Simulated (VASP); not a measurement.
Write the native input for VASP 6.6.1 that does the following.

```
Task                   : single point
Functional             : PBE
Potentials or basis    : VASP PAW PBE potentials, release 64 (Hf_pv, Cl)
Cutoff                 : 520 eV
k mesh                 : 6 × 6 × 1
Occupations            : gaussian, width 0.2 eV
Spin                   : no spin polarisation
Dipole correction      : no
Further INCAR settings : ALGO = Normal; EDIFF = 1e-07; NBANDS = 48
```

The structure of Hf7Cl lies in POSCAR:

```
Hf7Cl
1.0
    3.2016398934      0.0000000000      0.0000000000
   -1.6008199467      2.7727014815      0.0000000000
    0.0000000000      0.0000000000     19.3919877388
Hf Cl
7 1
Direct
    0.3333333333      0.6666666667      0.8916045950
    0.3333333333      0.6666666667      0.1083954050
    0.3333333333      0.6666666667      0.6310383066
    0.0000000000      0.0000000000      0.5000000000
    0.0000000000      0.0000000000      0.2368502473
    0.3333333333      0.6666666667      0.3689616934
    0.0000000000      0.0000000000      0.7631497527
    0.0000000000      0.0000000000      0.0000000000
```

These files were run (other wordings do the same):

INCAR

```
PREC     = Accurate       # precision mode
ENCUT    = 520            # plane-wave cutoff, eV
EDIFF    = 1E-7           # SCF threshold, eV
ISMEAR   = 0              # smearing method
SIGMA    = 0.2            # smearing width, eV
LREAL    = False          # projectors in reciprocal space
LASPH    = True           # aspherical terms in the spheres
NELM     = 100            # most SCF steps
ALGO     = Normal         # electronic algorithm
ISIF     = 2              # what is computed and relaxed
LWAVE    = False          # write WAVECAR
LCHARG   = False          # write CHGCAR
GGA      = PE             # functional
NBANDS   = 48             # bands
```

KPOINTS

```
Automatic mesh
0
Gamma
  6 6 1
```

Potentials or basis: VASP PAW PBE potentials, release 64 (Hf_pv, Cl).

Launch:

```sh
$ cat potpaw_PBE.64/Hf_pv/POTCAR potpaw_PBE.64/Cl/POTCAR > POTCAR
$ mpirun -np 1 vasp_std > vasp.out
```

It gave:

```json
{
  "Pressure": "-0.4 GPa",
  "Largest force": "0.061 eV/Å"
}
```

Caveat: the k points lie up to 0.38 Å⁻¹ apart; an odd number of electrons without spin polarisation forces a metal; a magnetic or distorted state may lie lower.

Run time: 3 min on 1 thread of Intel(R) Xeon(R) Platinum 8488C (Sapphire Rapids), on a shared host, peak memory 0.28 GiB.
